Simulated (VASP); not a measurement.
# PbSe (I4/mmm) in VASP: single point with PBE

Aim: the single point of PbSe with PBE.

Everything below comes from runs of VASP 6.6.1. Logs are shortened: lines on timing, memory, paths and dates and some standing lists are left out, and cuts for length are marked.

## 1. The cell of the first run

The structure is tetragonal, space group I4/mmm (No. 139). Conventional cell: a = 4.288 Å, b = 4.288 Å, c = 6.247 Å, α = 90.00°, β = 90.00°, γ = 90.00°. Pb (site symmetry 4/mmm) has 6 Se at 3.03 to 3.12 Å within 4.0 Å. Within 4.0 Å of Se (site symmetry 4/mmm) lie 6 Pb at 3.03 to 3.12 Å.

## 2. Single point, PBE (z stretched by +2 % at fixed volume)

File INCAR:

```
PREC     = Accurate       # precision mode
ENCUT    = 500            # plane-wave cutoff, eV
EDIFF    = 1E-6           # SCF threshold, eV
ISMEAR   = -1             # smearing method
SIGMA    = 0.02           # smearing width, eV
LREAL    = F              # projectors in reciprocal space
LASPH    = T              # aspherical terms in the spheres
NELM     = 120            # most SCF steps
ALGO     = Normal         # electronic algorithm
ISIF     = 2              # what is computed and relaxed
LWAVE    = F              # write WAVECAR
LCHARG   = F              # write CHGCAR
GGA      = PE             # functional
NBANDS   = 17             # bands
GGA_COMPAT= F
```

File KPOINTS:

```
Automatic mesh
0
Gamma
  7 7 7
```

File POSCAR:

```
PbSe
1.0
    0.0000000000      3.0319802988      3.1233930000
    3.0319802988      0.0000000000      3.1233930000
    3.0319802988      3.0319802988      0.0000000000
Pb Se
1 1
Direct
    0.0000000000      0.0000000000      0.0000000000
    0.5000000000      0.5000000000      0.5000000000
```

Potentials or basis: VASP PAW PBE potentials, release 64 (Pb_d, Se).

Run with:

```console
> cat potpaw_PBE.64/Pb_d/POTCAR potpaw_PBE.64/Se/POTCAR > POTCAR
> mpirun -np 1 vasp_std > vasp.out
```

OUTCAR:

```text
PREC = Accurate
   ENCUT = 500
   EDIFF = 1E-6
   ISMEAR = -1
   LREAL = F
   LASPH = T
   NELM = 120
   ISIF = 2
   GGA = PE

 ion  position               nearest neighbor table
   1  0.000  0.000  0.000-   2 3.03   2 3.03   2 3.03   2 3.03   2 3.12   2 3.12
   2  0.500  0.500  0.500-   1 3.03   1 3.03   1 3.03   1 3.03   1 3.12   1 3.12

  LATTYP: Found a body centered tetragonal cell.
 ALAT       =     4.2878676594
 C/A-ratio  =     1.4568513994

  Lattice vectors:

 A1 = (  -3.0319802988,   0.0000000000,   3.1233930000)
 A2 = (   3.0319802988,   0.0000000000,   3.1233930000)
 A3 = (   0.0000000000,   3.0319802988,  -3.1233930000)

Analysis of symmetry for initial positions (statically):
=====================================================================
 Subroutine PRICEL returns:
 Original cell was already a primitive cell.

 Routine SETGRP: Setting up the symmetry group for a
 body centered tetragonal supercell.

 Subroutine GETGRP returns: Found 16 space group operations
 (whereof 16 operations were pure point group operations)
 out of a pool of 16 trial point group operations.

The static configuration has the point symmetry D_4h.

Analysis of symmetry for dynamics (positions and initial velocities):
=====================================================================
 Subroutine PRICEL returns:
 Original cell was already a primitive cell.

 Routine SETGRP: Setting up the symmetry group for a
 body centered tetragonal supercell.

 Subroutine GETGRP returns: Found 16 space group operations
 (whereof 16 operations were pure point group operations)
 out of a pool of 16 trial point group operations.

The dynamic configuration has the point symmetry D_4h.

 Subroutine INISYM returns: Found 16 space group operations
 (whereof 16 operations are pure point group operations),
 and found     1 'primitive' translations

----------------------------------------------------------------------------------------

                                     Primitive cell

  volume of cell :      57.4261

  direct lattice vectors                    reciprocal lattice vectors
     0.000000000  3.031980299  3.123393000    -0.164908723  0.164908723  0.160082321
     3.031980299  0.000000000  3.123393000     0.164908723 -0.164908723  0.160082321
     3.031980299  3.031980299  0.000000000     0.164908723  0.164908723 -0.160082321

  length of vectors
     4.352986143  4.352986143  4.287867659     0.282871213  0.282871213  0.282871213

  position of ions in fractional coordinates (direct lattice)
     0.000000000  0.000000000  0.000000000
     0.500000000  0.500000000  0.500000000

  ion indices of the primitive-cell ions
   primitive index   ion index
                 1           1
                 2           2

----------------------------------------------------------------------------------------

 KPOINTS: Automatic mesh

Automatic generation of k-mesh.
 Grid dimensions read from file:
 generate k-points for:    7    7    7

 Generating k-lattice:

  Cartesian coordinates                     Fractional coordinates (reciprocal lattice)
    -0.023558389  0.023558389  0.022868903     0.142857143  0.000000000  0.000000000
     0.023558389 -0.023558389  0.022868903     0.000000000  0.142857143  0.000000000
     0.023558389  0.023558389 -0.022868903     0.000000000  0.000000000  0.142857143

  Length of vectors
     0.040410173  0.040410173  0.040410173

  Shift w.r.t. Gamma in fractional coordinates (k-lattice)
     0.000000000  0.000000000  0.000000000

 Subroutine IBZKPT returns following result:
 ===========================================

 Found     40 irreducible k-points:

 Following reciprocal coordinates:
            Coordinates               Weight
  0.000000  0.000000  0.000000      1.000000
  0.142857  0.000000  0.000000      8.000000
  0.285714 -0.000000  0.000000      8.000000
  0.428571 -0.000000  0.000000      8.000000
  0.142857  0.142857  0.000000      2.000000
  0.285714  0.142857  0.000000      8.000000
[... 16 lines left out ...]
  0.428571  0.285714  0.142857      8.000000
 -0.428571  0.285714  0.142857     16.000000
 [... further k-points ...]
   k-points           NKPTS =     40   k-points in BZ     NKDIM =     40   number of bands    NBANDS=     17
   number of dos      NEDOS =    301   number of ions     NIONS =      2
   total plane-waves  NPLWV =  32768
   dimension x,y,z NGX =    32 NGY =   32 NGZ =   32
   dimension x,y,z NGXF=    64 NGYF=   64 NGZF=   64
   ions per type =               1   1
   NGX,Y,Z   is equivalent  to a cutoff of  12.22, 12.22, 12.41 a.u.
   NGXF,Y,Z  is equivalent  to a cutoff of  24.44, 24.44, 24.81 a.u.
 SYSTEM =  unknown system
   PREC   = accura    normal or accurate (medium, high low for compatibility)
   ISTART =      0    job   : 0-new  1-cont  2-samecut
   ICHARG =      2    charge: 1-file 2-atom 10-const
   ISPIN  =      1    spin polarized calculation?
   LNONCOLLINEAR =      F non collinear calculations
   LSORBIT =      F    spin-orbit coupling
   LASPH  =      T    aspherical Exc in radial PAW
   ENCUT  =  500.0 eV  36.75 Ry    6.06 a.u.   7.94  7.94  7.82*2*pi/ulx,y,z
   NELM   =    120;   NELMIN=  2; NELMDL= -5     # of ELM steps
   EDIFF  = 0.1E-05   stopping-criterion for ELM
   LREAL  =      F    real-space projection
   EDIFFG = 0.1E-04   stopping-criterion for IOM
   NSW    =      0    number of steps for IOM
   IBRION =     -1    ionic relax: 0-MD 1-quasi-New 2-CG
   NFREE  =      0    steps in history (QN), initial steepest desc. (CG)
   ISIF   =      2    stress and relaxation
   ISYM   =      2    0-nonsym 1-usesym 2-fastsym
   POTIM  = 0.5000    time-step for ionic-motion
   TEBEG  =    0.0;   TEEND  =   0.0 temperature during run
   PSTRESS=    0.0 pullay stress
   NELECT =      20.0000    total number of electrons
   NUPDOWN=      -1.0000    fix difference up-down
   EMIN   =  10.00;   EMAX   =-10.00  energy-range for DOS
   EFERMI =   0.00;   METHOD = LEGACY
   ISMEAR =    -1;   SIGMA  =   0.02  broadening in eV -4-tet -1-fermi 0-gaus
   EFERMI_NEDOS =   21; number of points for ismear=-14 and -15
   IALGO  =     38    algorithm
   IMIX   =      4    mixing-type and parameters
     AMIX     =   0.40;   BMIX     =  1.00
     AMIX_MAG =   1.60;   BMIX_MAG =  1.00
  volume/ion in A,a.u.               =      28.71       193.77
  Fermi-wavevector in a.u.,A,eV,Ry     =   1.151812  2.176610 18.050462  1.326672
  Thomas-Fermi vector in A             =   2.288467
   LORBIT       =      0    0 simple, 1 ext, 2 COOP (PROOUT), +10 PAW based schemes
   GGA     = PE    functional components
   LHFCALC =     F    Hartree Fock is set to
   AEXX    =    0.0000 exact exchange contribution
   IVDW    =     0    specifies the selected vdW correction
   LEPSILON=     F    determine dielectric tensor
   LRPA    =     F    only Hartree local field effects (RPA)
 non-spin polarized calculation
  energy-cutoff  :      500.00
  volume of cell :       57.43
 maximum number of plane-waves:      1475
   NGX = 15   NGY = 15   NGZ = 15

 number of electron      19.9999999 magnetization

 Free energy of the ion-electron system (eV)
  ---------------------------------------------------
  ext. energy  EPLUGINS =         0.00000000
  ---------------------------------------------------
  free energy    TOTEN  =        -8.16839951 eV

  energy without entropy =       -8.16839951  energy(sigma->0) =       -8.16839951

 E-fermi :   5.2232     XC(G=0):  -9.5231

 val. band max:        4.8131609798   @ k =   0.4286  -0.0000   0.0000
 cond. band min:       5.6589606229   @ k =   0.4286  -0.0000   0.0000
 fundamental gap:      0.8457996431
 Fermi energy:         5.2232130405

 k-point     1 :       0.0000    0.0000    0.0000
  band No.  band energies     occupation
      1     -11.7908      2.00000
      2     -11.7869      2.00000
      3     -11.7869      2.00000
      4     -11.7789      2.00000
      5     -11.7717      2.00000
      6      -8.5363      2.00000
[... 9 lines left out ...]
     16      11.6337      0.00000
     17      13.1426      0.00000

 k-point     2 :       0.1429    0.0000    0.0000
  band No.  band energies     occupation
      1     -11.7938      2.00000
      2     -11.7853      2.00000
      3     -11.7843      2.00000
      4     -11.7739      2.00000
      5     -11.7738      2.00000
      6      -8.3833      2.00000
[... 9 lines left out ...]
     16      12.0507      0.00000
     17      14.3665      0.00000

 k-point     3 :       0.2857   -0.0000    0.0000
  band No.  band energies     occupation
      1     -11.8023      2.00000
      2     -11.7913      2.00000
      3     -11.7833      2.00000
      4     -11.7656      2.00000
      5     -11.7596      2.00000
      6      -7.9777      2.00000
[... 9 lines left out ...]
     16      13.1145      0.00000
     17      16.5082      0.00000

 k-point     4 :       0.4286   -0.0000    0.0000
  band No.  band energies     occupation
      1     -11.8094      2.00000
      2     -11.7998      2.00000
      3     -11.7825      2.00000
      4     -11.7560      2.00000
      5     -11.7475      2.00000
      6      -7.5496      2.00000
[... 9 lines left out ...]
     16      14.7535      0.00000
     17      15.8105      0.00000
[... 343 lines left out ...]
      1     -11.8001      2.00000
      2     -11.7862      2.00000
      3     -11.7834      2.00000
      4     -11.7710      2.00000
      5     -11.7686      2.00000
      6      -8.1454      2.00000
[... 9 lines left out ...]
     16      13.4588      0.00000
     17      14.6521      0.00000

 k-point    23 :       0.4286    0.2857    0.1429
  band No.  band energies     occupation
      1     -11.8378      2.00000
      2     -11.7797      2.00000
      3     -11.7791      2.00000
      4     -11.7622      2.00000
      5     -11.7594      2.00000
      6      -7.6781      2.00000
[... 9 lines left out ...]
     16      15.1602      0.00000
     17      15.6849      0.00000

 k-point    24 :      -0.4286    0.2857    0.1429
  band No.  band energies     occupation
      1     -11.8451      2.00000
      2     -11.7867      2.00000
      3     -11.7709      2.00000
      4     -11.7642      2.00000
      5     -11.7531      2.00000
      6      -7.3235      2.00000
[... 9 lines left out ...]
     16      15.2493      0.00000
     17      16.5869      0.00000

 [... further k-points ...]

------------------------ aborting loop because EDIFF is reached ----------------------------------------

  FORCE on cell =-STRESS in cart. coord.  units (eV):
  Direction    XX          YY          ZZ          XY          YZ          ZX
  --------------------------------------------------------------------------------------
  -------------------------------------------------------------------------------------
  Total        1.2909578      1.2909578      0.0056775      0.0000000      0.0000000      0.0000000
  in kB       36.0174735     36.0174735      0.1584023      0.0000000      0.0000000      0.0000000
  external PRESSURE =      24.0644497 kB  Pullay stress =       0.0000000 kB

 VOLUME and BASIS-vectors are now :
 -----------------------------------------------------------------------------
  energy-cutoff  :      500.00
  volume of cell :       57.43
      direct lattice vectors                 reciprocal lattice vectors
     0.000000000  3.031980299  3.123393000    -0.164908723  0.164908723  0.160082321
     3.031980299  0.000000000  3.123393000     0.164908723 -0.164908723  0.160082321
     3.031980299  3.031980299  0.000000000     0.164908723  0.164908723 -0.160082321

 POSITION                                       TOTAL-FORCE (eV/Angst)
 -----------------------------------------------------------------------------------
      0.00000      0.00000      0.00000        -0.000000     -0.000000      0.000000
      3.03198      3.03198      3.12339         0.000000      0.000000     -0.000000
 -----------------------------------------------------------------------------------
    total drift:                                0.000000     -0.000000     -0.000000

  FREE ENERGIE OF THE ION-ELECTRON SYSTEM (eV)
  ---------------------------------------------------
  free  energy   TOTEN  =        -8.1683995059 eV

  energy  without entropy=       -8.1683995059  energy(sigma->0) =       -8.16839951
```

Run time: 42 s. Hardware: 1 thread of AMD EPYC 7R13, shared host; peak memory 0.16 GiB.

What came out:

| Property | Result |
| --- | --- |
| Free energy | -8.1684 eV |
| Pressure | 2.4 GPa |
| Band gap on the k mesh | 0.85 eV, direct |

Stress tensor (GPa, compression positive):
```
3.60 0.00 0.00
0.00 3.60 0.00
0.00 0.00 0.02
```

Caveat: spin-orbit coupling is left out, which moves the levels of the heavy elements. A k mesh can miss the band edges.
